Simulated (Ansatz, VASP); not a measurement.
# One calculation of W, two programs

```
CELL_PARAMETERS angstrom
-1.67717 1.67717 1.59730
1.67717 -1.67717 1.59730
1.67717 1.67717 -1.59730
ATOMIC_POSITIONS crystal
W 0.00000 0.00000 0.00000
```

Change from the starting cell: strain +0.050 along x and y, +0.000 along z, atoms carried along.

Alike in both runs: task single point; functional r2SCAN; k mesh 20 × 20 × 20; occupations gaussian, width 0.15 eV; no spin polarisation.

|  | VASP | Ansatz |
| --- | --- | --- |
| version | VASP 6.6.1 | Ansatz 0.2.0 |
| potentials or method | VASP PAW PBE potentials, release 64 (W_sv), cutoff 520 eV | scalar-relativistic, plane waves, PAW |
| valence electrons in the cell | 14 | 14 |

Ansatz gave:

- gap on the k mesh at the Fermi level (eV): none
- pressure (GPa): -29.9
- traceless stress, the component that is largest in VASP (GPa): 9.00

**Question.** Estimate VASP's values.

**Answer.** gap on the k mesh at the Fermi level (eV): none; pressure (GPa): -29.3; traceless stress, the component that is largest in VASP (GPa): 9.00.

VASP's potentials were made for PBE, not for r2SCAN. A gap of «none» marks a metal or a gap that the smearing closes. Both programs put the cell under strong tension, so it lies far from rest at this level. With one functional, cell and mesh, what is left measures potentials, basis and numerics.

Spin-orbit coupling is off throughout.
